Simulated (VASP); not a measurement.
ZnMo3: single point with PBE

Crystal: ZnMo3.

```
Zn Mo
1.0
     3.93542    0.00000    0.00000
     0.00000    3.93542    0.00000
     0.00000    0.00000    3.93542
Zn Mo
1 3
Direct
  0.00000 0.00000 0.00000
  0.00000 0.50000 0.50000
  0.50000 0.00000 0.50000
  0.50000 0.50000 0.00000
```

- Program: VASP 6.6.1
- Task: single point
- Functional: PBE
- Potentials or basis: VASP PAW PBE potentials, release 64 (Zn, Mo_sv)
- Cutoff: 520 eV
- k mesh: 7 × 7 × 7
- Occupations: gaussian, width 0.05 eV
- Spin: no spin polarisation
- Dipole correction: no
- Further INCAR settings: ALGO = Normal; EDIFF = 1e-06; NBANDS = 35

The pressure is 0.6 GPa and the band gap on the k mesh is zero (band 27 reaches 11.24 eV, above the bottom of band 28 at 9.78 eV).

Levels at points of the mesh, in eV from the Fermi level:
```csv
k point,band 23,band 24,band 25,band 26,band 27,band 28,band 29,band 30,band 31,band 32
"(0.00, 0.00, 0.00)",-3.06,-3.06,0.95,0.95,0.95,2.10,2.10,2.10,2.68,2.68
```

It took 30 s on 1 thread of Intel Xeon 6975P-C, with other jobs on the host, peak memory 0.18 GiB.
